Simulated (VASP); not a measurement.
# TaN (P1) in VASP: single point with PBEsol

Aim: the single point of TaN with PBEsol.

All numbers are computed with VASP 6.6.1; they aren't measurements. Logs are shortened: lines on timing, memory, paths and dates and some standing lists are left out, and cuts for length are marked.

**1. The cell of the first run**

The typed cell holds 6 atoms: a = 5.266 Å, b = 5.307 Å, c = 2.965 Å, α = 89.68°, β = 90.41°, γ = 120.31°.

**2. Single point, PBEsol (atoms moved at random and the cell strained at random)**

INCAR reads:

```
PREC = Accurate ; ENCUT = 520
EDIFF = 1E-7 ; ISMEAR = 0
SIGMA = 0.1 ; LREAL = False
LASPH = True ; NELM = 100
ALGO = Normal ; ISIF = 2
LWAVE = False ; LCHARG = False
GGA = PS ; NBANDS = 33
```

KPOINTS reads:

```
Automatic mesh
0
Gamma
  8 8 10
```

POSCAR reads:

```
TaN
1.0
    5.2656259942     -0.0259249963     -0.0190289473
   -2.6552647025      4.5945922063      0.0146783659
   -0.0106723600      0.0033442000      2.9652294400
Ta N
3 3
Direct
    0.0039469460     -0.0144821961     -0.0186313618
    0.3367896861      0.6805186211      0.5133940853
    0.6513899224      0.3175416599      0.5089236589
    0.4982868473     -0.0016056687      0.0081877579
    0.5133517647      0.5106495251      0.0352922971
   -0.0037662800      0.5073758317     -0.0471629986
```

Potentials or basis: VASP PAW PBE potentials, release 64 (Ta_pv, N).

The run is started by

```sh
> cat potpaw_PBE.64/Ta_pv/POTCAR potpaw_PBE.64/N/POTCAR > POTCAR
> mpirun -np 1 vasp_std > vasp.out
```

OUTCAR:

```text
PREC = Accurate
   ENCUT = 520
   EDIFF = 1E-7
   ISMEAR = 0
   LREAL = False
   LASPH = True
   NELM = 100
   ISIF = 2
   GGA = PS

 ion  position               nearest neighbor table
   1  0.004  0.986  0.981-   6 2.52   5 2.55   4 2.57   2 3.25   3 3.27   2 3.31   3 3.33   2 3.33
                             3 3.37   3 3.43   2 3.43   3 3.43   2 3.47   3 3.52   2 3.56
   2  0.337  0.681  0.513-   6 2.03   4 2.07   4 2.09   5 2.14   5 2.21   6 2.27   3 2.92   3 3.11
                             3 3.12   1 3.25   1 3.31   1 3.33   1 3.43   1 3.47   1 3.56
   3  0.651  0.318  0.509-   6 2.04   5 2.07   4 2.08   4 2.09   5 2.19   6 2.28   2 2.92   2 3.11
                             2 3.12   1 3.27   1 3.33   1 3.37   1 3.43   1 3.43   1 3.52
   4  0.498  0.998  0.008-   2 2.07   3 2.08   2 2.09   3 2.09   1 2.57
   5  0.513  0.511  0.035-   3 2.07   2 2.14   3 2.19   2 2.21   1 2.55
   6  0.996  0.507  0.953-   2 2.03   3 2.04   2 2.27   3 2.28   1 2.52

  LATTYP: Found a triclinic cell.
 ALAT       =     6.0645839556
 B/A-ratio  =     0.4889454171
 C/A-ratio  =     0.8676304422
 COS(alpha) =     0.0016331021
 COS(beta)  =     0.4413994027
 COS(gamma) =     0.4840948445

  Lattice vectors:

 A1 = (   2.6445923425,  -4.5912480063,   2.9505510741)
 A2 = (  -0.0106723600,   0.0033442000,   2.9652294400)
 A3 = (  -2.6103612917,  -4.5686672100,   0.0043505814)

Analysis of symmetry for initial positions (statically):
=====================================================================
 Subroutine PRICEL returns:
 Original cell was already a primitive cell.

 Routine SETGRP: Setting up the symmetry group for a
 triclinic supercell.

 Subroutine GETGRP returns: Found  1 space group operations
 (whereof  1 operations were pure point group operations)
 out of a pool of  2 trial point group operations.

The static configuration has the point symmetry C_1 .

Analysis of symmetry for dynamics (positions and initial velocities):
=====================================================================
 Subroutine PRICEL returns:
 Original cell was already a primitive cell.

 Routine SETGRP: Setting up the symmetry group for a
 triclinic supercell.

 Subroutine GETGRP returns: Found  1 space group operations
 (whereof  1 operations were pure point group operations)
 out of a pool of  2 trial point group operations.

The dynamic configuration has the point symmetry C_1 .

 Subroutine INISYM returns: Found  1 space group operations
 (whereof  1 operations are pure point group operations),
 and found     1 'primitive' translations

----------------------------------------------------------------------------------------

                                     Primitive cell

  volume of cell :      71.5339

  direct lattice vectors                    reciprocal lattice vectors
     5.265625994 -0.025924996 -0.019028947     0.190454866  0.110064141  0.000561348
    -2.655264702  4.594592206  0.014678366     0.001073756  0.218268481 -0.000242300
    -0.010672360  0.003344200  2.965229440     0.001216902 -0.000374143  0.337246833

  length of vectors
     5.265724197  5.306686691  2.965250532     0.219971558  0.218271257  0.337249236

  position of ions in fractional coordinates (direct lattice)
     0.003946946  0.985517804  0.981368638
     0.336789686  0.680518621  0.513394085
     0.651389922  0.317541660  0.508923659
     0.498286847  0.998394331  0.008187758
     0.513351765  0.510649525  0.035292297
     0.996233720  0.507375832  0.952837001

  ion indices of the primitive-cell ions
   primitive index   ion index
                 1           1
                 2           2
                 3           3
                 4           4
                 5           5
                 6           6

----------------------------------------------------------------------------------------

 KPOINTS: Automatic mesh

Automatic generation of k-mesh.
 Grid dimensions read from file:
 generate k-points for:    8    8   10

 Generating k-lattice:

  Cartesian coordinates                     Fractional coordinates (reciprocal lattice)
     0.023806858  0.013758018  0.000070169     0.125000000  0.000000000  0.000000000
     0.000134220  0.027283560 -0.000030287    -0.000000000  0.125000000  0.000000000
     0.000121690 -0.000037414  0.033724683     0.000000000  0.000000000  0.100000000

  Length of vectors
     0.027496445  0.027283907  0.033724924

  Shift w.r.t. Gamma in fractional coordinates (k-lattice)
     0.000000000  0.000000000  0.000000000

 Subroutine IBZKPT returns following result:
 ===========================================

 Found    324 irreducible k-points:

 Following reciprocal coordinates:
            Coordinates               Weight
  0.000000  0.000000  0.000000      1.000000
  0.125000 -0.000000 -0.000000      2.000000
  0.250000 -0.000000 -0.000000      2.000000
  0.375000 -0.000000 -0.000000      2.000000
  0.500000 -0.000000 -0.000000      1.000000
  0.000000  0.125000  0.000000      2.000000
[... 16 lines left out ...]
  0.125000  0.375000 -0.000000      2.000000
  0.250000  0.375000 -0.000000      2.000000
 [... further k-points ...]
   k-points           NKPTS =    324   k-points in BZ     NKDIM =    324   number of bands    NBANDS=     33
   number of dos      NEDOS =    301   number of ions     NIONS =      6
   total plane-waves  NPLWV =  38400
   dimension x,y,z NGX =    40 NGY =   40 NGZ =   24
   dimension x,y,z NGXF=    80 NGYF=   80 NGZF=   48
   ions per type =               3   3
   NGX,Y,Z   is equivalent  to a cutoff of  12.63, 12.53, 13.46 a.u.
   NGXF,Y,Z  is equivalent  to a cutoff of  25.26, 25.06, 26.91 a.u.
 SYSTEM =  unknown system
   PREC   = accura    normal or accurate (medium, high low for compatibility)
   ISTART =      0    job   : 0-new  1-cont  2-samecut
   ICHARG =      2    charge: 1-file 2-atom 10-const
   ISPIN  =      1    spin polarized calculation?
   LNONCOLLINEAR =      F non collinear calculations
   LSORBIT =      F    spin-orbit coupling
   LASPH  =      T    aspherical Exc in radial PAW
   ENCUT  =  520.0 eV  38.22 Ry    6.18 a.u.   9.79  9.87  5.51*2*pi/ulx,y,z
   NELM   =    100;   NELMIN=  2; NELMDL= -5     # of ELM steps
   EDIFF  = 0.1E-06   stopping-criterion for ELM
   LREAL  =      F    real-space projection
   EDIFFG = 0.1E-05   stopping-criterion for IOM
   NSW    =      0    number of steps for IOM
   IBRION =     -1    ionic relax: 0-MD 1-quasi-New 2-CG
   NFREE  =      0    steps in history (QN), initial steepest desc. (CG)
   ISIF   =      2    stress and relaxation
   ISYM   =      2    0-nonsym 1-usesym 2-fastsym
   POTIM  = 0.5000    time-step for ionic-motion
   TEBEG  =    0.0;   TEEND  =   0.0 temperature during run
   PSTRESS=    0.0 pullay stress
   NELECT =      48.0000    total number of electrons
   NUPDOWN=      -1.0000    fix difference up-down
   EMIN   =  10.00;   EMAX   =-10.00  energy-range for DOS
   EFERMI =   0.00;   METHOD = LEGACY
   ISMEAR =     0;   SIGMA  =   0.10  broadening in eV -4-tet -1-fermi 0-gaus
   EFERMI_NEDOS =   21; number of points for ismear=-14 and -15
   IALGO  =     38    algorithm
   IMIX   =      4    mixing-type and parameters
     AMIX     =   0.40;   BMIX     =  1.00
     AMIX_MAG =   1.60;   BMIX_MAG =  1.00
  volume/ion in A,a.u.               =      11.92        80.46
  Fermi-wavevector in a.u.,A,eV,Ry     =   1.433237  2.708425 27.948659  2.054168
  Thomas-Fermi vector in A             =   2.552777
   LORBIT       =      0    0 simple, 1 ext, 2 COOP (PROOUT), +10 PAW based schemes
   GGA     = PS    functional components
   LHFCALC =     F    Hartree Fock is set to
   AEXX    =    0.0000 exact exchange contribution
   IVDW    =     0    specifies the selected vdW correction
   LEPSILON=     F    determine dielectric tensor
   LRPA    =     F    only Hartree local field effects (RPA)
 non-spin polarized calculation
 Gauss-broadening in eV      SIGMA  =   0.10
  energy-cutoff  :      520.00
  volume of cell :       71.53
 maximum number of plane-waves:      1960
   NGX = 19   NGY = 19   NGZ = 11

 number of electron      48.0000001 magnetization

 Free energy of the ion-electron system (eV)
  ---------------------------------------------------
  ext. energy  EPLUGINS =         0.00000000
  ---------------------------------------------------
  free energy    TOTEN  =       -68.21168578 eV

  energy without entropy =      -68.20718215  energy(sigma->0) =      -68.20943396

 E-fermi :   7.4379     XC(G=0): -12.9022

 val. band max:        7.4208742694   @ k =   0.1250   0.5000   0.2000
 cond. band min:       7.4478177446   @ k =   0.2500   0.0000   0.2000
 fundamental gap:      0.0269434752
 Fermi energy:         7.4379329999

 k-point     1 :       0.0000    0.0000    0.0000
  band No.  band energies     occupation
      1     -28.7644      2.00000
      2     -28.5716      2.00000
      3     -28.3516      2.00000
      4     -28.2816      2.00000
      5     -28.1504      2.00000
      6     -28.0346      2.00000
[... 25 lines left out ...]
     32      10.3507      0.00000
     33      10.7254      0.00000

 k-point     2 :       0.1250   -0.0000   -0.0000
  band No.  band energies     occupation
      1     -28.7668      2.00000
      2     -28.5743      2.00000
      3     -28.3400      2.00000
      4     -28.2716      2.00000
      5     -28.1472      2.00000
      6     -28.0383      2.00000
[... 25 lines left out ...]
     32      10.5253      0.00000
     33      10.9046      0.00000

 k-point     3 :       0.2500   -0.0000   -0.0000
  band No.  band energies     occupation
      1     -28.7717      2.00000
      2     -28.5699      2.00000
      3     -28.3260      2.00000
      4     -28.2535      2.00000
      5     -28.1385      2.00000
      6     -28.0554      2.00000
[... 25 lines left out ...]
     32      10.6053      0.00000
     33      10.8203      0.00000

 k-point     4 :       0.3750   -0.0000   -0.0000
  band No.  band energies     occupation
      1     -28.7765      2.00000
      2     -28.5427      2.00000
      3     -28.3523      2.00000
      4     -28.2356      2.00000
      5     -28.1271      2.00000
      6     -28.0669      2.00000
[... 673 lines left out ...]
     32      10.7880      0.00000
     33      10.9584      0.00000

 k-point    23 :       0.1250    0.3750   -0.0000
  band No.  band energies     occupation
      1     -28.6947      2.00000
      2     -28.6189      2.00000
      3     -28.3658      2.00000
      4     -28.2351      2.00000
      5     -28.1041      2.00000
      6     -28.0815      2.00000
[... 25 lines left out ...]
     32      10.6601      0.00000
     33      10.9541      0.00000

 k-point    24 :       0.2500    0.3750   -0.0000
  band No.  band energies     occupation
      1     -28.7198      2.00000
      2     -28.5608      2.00000
      3     -28.4194      2.00000
      4     -28.2219      2.00000
      5     -28.1018      2.00000
      6     -28.0826      2.00000
[... 25 lines left out ...]
     32      10.4503      0.00000
     33      10.6450      0.00000

 [... further k-points ...]
[... 5 lines left out ...]
  --------------------------------------------------------------------------------------
  -------------------------------------------------------------------------------------
  Total       -4.5564187     -3.1146094     -6.3003934      0.5729966     -0.2454429      0.3766022
  in kB     -102.0522478    -69.7593688   -141.1128661     12.8336729     -5.4973000      8.4349359
  external PRESSURE =    -104.3081609 kB  Pullay stress =       0.0000000 kB

 VOLUME and BASIS-vectors are now :
 -----------------------------------------------------------------------------
  energy-cutoff  :      520.00
  volume of cell :       71.53
      direct lattice vectors                 reciprocal lattice vectors
     5.265625994 -0.025924996 -0.019028947     0.190454866  0.110064141  0.000561348
    -2.655264702  4.594592206  0.014678366     0.001073756  0.218268481 -0.000242300
    -0.010672360  0.003344200  2.965229440     0.001216902 -0.000374143  0.337246833

 POSITION                                       TOTAL-FORCE (eV/Angst)
 -----------------------------------------------------------------------------------
     -2.60650      4.53123      2.92437        -0.043033     -0.763821      0.295955
     -0.03903      3.11969      1.52591         0.697971     -1.754058     -0.673891
      2.58139      1.44379      1.50134         0.366435      1.493594     -0.371952
     -0.02730      4.57432      0.02945        -0.430886      0.097476     -0.064535
      1.34683      2.33304      0.10238        -0.526488      0.509261     -1.148242
      3.88841      2.30854      2.81387        -0.063999      0.417547      1.962666
 -----------------------------------------------------------------------------------
    total drift:                                0.000009      0.000359      0.000050

  FREE ENERGIE OF THE ION-ELECTRON SYSTEM (eV)
  ---------------------------------------------------
  free  energy   TOTEN  =       -68.2116857771 eV

  energy  without entropy=      -68.2071821452  energy(sigma->0) =      -68.20943396
```

It took 4.4 min on 1 thread of Intel Xeon 6975P-C (Granite Rapids), shared host; peak memory 0.64 GiB.

What came out:

```
Free energy            : -68.2117 eV
Pressure               : -10.4 GPa
Largest force          : 2.008 eV/Å
Band gap on the k mesh : zero (bands 24 and 25 overlap by 1.73 eV)
```

Forces on the atoms (eV/Å):
```
Ta  -0.043 -0.764  0.296
Ta   0.698 -1.754 -0.674
Ta   0.366  1.494 -0.372
N   -0.431  0.097 -0.065
N   -0.526  0.509 -1.148
N   -0.064  0.418  1.963
```

Stress tensor (GPa, compression positive):
```
-10.21   1.28   0.84
  1.28  -6.98  -0.55
  0.84  -0.55 -14.11
```

Caveat: the cell differs from its parent crystal (atoms moved at random and the cell strained at random); the stress differs along the axes, from -14 to -7 GPa; the PAW data sets were made with another functional, which shifts forces and pressure a little; spin-orbit coupling is left out, which moves the levels of the heavy elements.

The gap in the log of VASP goes by the Fermi energy; the results here count the filled bands.